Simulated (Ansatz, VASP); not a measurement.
One calculation of GaP, two programs

INCAR

```
SYSTEM = GaP
PREC     = Accurate       ! precision mode
ENCUT    = 520            ! plane-wave cutoff, eV
EDIFF    = 1E-6           ! SCF threshold, eV
ISMEAR   = 0              ! smearing method
SIGMA    = 0.01           ! smearing width, eV
LREAL    = .False.        ! projectors in reciprocal space
LASPH    = .True.         ! aspherical terms in the spheres
NELM     = 150            ! most SCF steps
ALGO     = Normal         ! electronic algorithm
ISIF     = 2              ! what is computed and relaxed
LWAVE    = .False.        ! write WAVECAR
LCHARG   = .False.        ! write CHGCAR
MAGMOM   = 0 0 0 0 0 0    ! initial moments
LORBIT   = 11             ! projections on sites
LSORBIT  = .True.         ! spin-orbit coupling
GGA_COMPAT= .False.      
LORBMOM  = .True.       
GGA      = PS             ! functional
NBANDS   = 30             ! bands
```

The input KPOINTS:

```
Automatic mesh
0
Gamma
  8 8 8
  0 0 0
```

POSCAR

```
GaP
1.0
    2.6343544138      2.6343544138      0.0000000000
   -2.6343544138      2.6343544138      0.0000000000
    0.0000000000      2.6343544138      2.6343544138
Ga P
1 1
Direct
    0.0000000000      0.0000000000      0.0000000000
    0.7500000000      0.2500000000      0.5000000000
```

Input for Ansatz:

```yaml
crystal:
  lattice:
    - [2.63435441378, 2.63435441378, 0.0]
    - [-2.63435441378, 2.63435441378, 0.0]
    - [0.0, 2.63435441378, 2.63435441378]
  atoms:
    - { symbol: Ga, position: [0.0, 0.0, 0.0] }
    - { symbol: P, position: [0.75, 0.25, 0.5] }
kpoints:
  mp_grid: { grid: [8, 8, 8] }
scf:
  occupations: { method: fixed }
  convergence: { dr2_threshold: 1.0e-10 }
hamiltonian:
  xc: pbesol
  pseudopotentials: { kind: all_electron, lapw: { basis_error: 0.0005 } }
magnetization:
  noncollinear: true
  spin_orbit: true
output:
  forces: true
  stress: true
  eigenstates:
    kpoints:
      - [0.0, 0.0, 0.0]
      - [0.429517813, -0.429517812, 1.0e-09]
      - [0.429517813, 0.429517812, 0.429517812]
      - [1.0e-09, 0.0, 0.429517813]
      - [0.5, 0.0, 0.0]
      - [0.0, 0.5, 0.5]
      - [0.0, -0.5, 0.0]
      - [0.5, 0.0, 0.5]
      - [-0.5, -0.5, -0.5]
      - [-0.5, 0.5, 0.0]
      - [0.0, 0.0, -0.5]
  eigenvalues: true
```

Alike in both runs: task single point; functional PBEsol; k mesh 8 × 8 × 8; non-collinear spin, spin-orbit coupling.

|  | VASP | Ansatz |
| --- | --- | --- |
| version | VASP 6.6.1 | Ansatz 0.2.0 |
| potentials or method | VASP PAW PBE potentials, release 64 (Ga_d, P), cutoff 520 eV | all-electron LAPW |
| occupations | gaussian, width 0.01 eV | fixed |

```csv
,VASP,Ansatz,Ansatz less VASP
pressure (GPa),9.7,9.9,+0.21
net moment per atom (μB),0.00,0.00,0.000
```

VASP's potentials were made for PBE, not for PBEsol. Ansatz ran all-electron here, and VASP with PAW potentials.
